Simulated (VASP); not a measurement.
Al, 1 atom in the cell. Symmetry: Fm-3m, No. 225, cubic system. The conventional cell has a = 4.050 Å, b = 4.050 Å, c = 4.050 Å, α = 90.00°, β = 90.00°, γ = 90.00°. Within 3.8 Å of Al (site symmetry m-3m) lie 12 Al at 2.86 Å. 

| Property | Result |
| --- | --- |
| Program | VASP 6.6.1 |
| Task | relaxation of cell and atoms |
| Functional | PBE |
| Potentials or basis | VASP PAW PBE potentials, release 64 (Al) |
| Cutoff | 500 eV |
| k mesh | 14 × 14 × 14 |
| Occupations | methfessel-paxton, width 0.1 eV |
| Spin | no spin polarisation |
| Dipole correction | no |
| Further INCAR settings | ALGO = Normal; EDIFF = 1e-07; IBRION = 2; EDIFFG = -0.01; NSW = 80; ISIF = 3 |

Potentials or basis: VASP PAW PBE potentials, release 64 (Al).

The run is started by

```console
$ cat potpaw_PBE.64/Al/POTCAR > POTCAR
$ mpirun -np 1 vasp_std > vasp.out
```

Hardware: 1 thread of Intel Xeon 6975P-C (shared host).

Q: Estimate the wall time of this run.

A: Run time: 10 s on 1 thread of Intel Xeon 6975P-C, with other jobs on the host, peak memory 0.14 GiB. Counts: scf iterations 21, k points 104, ion steps 3.
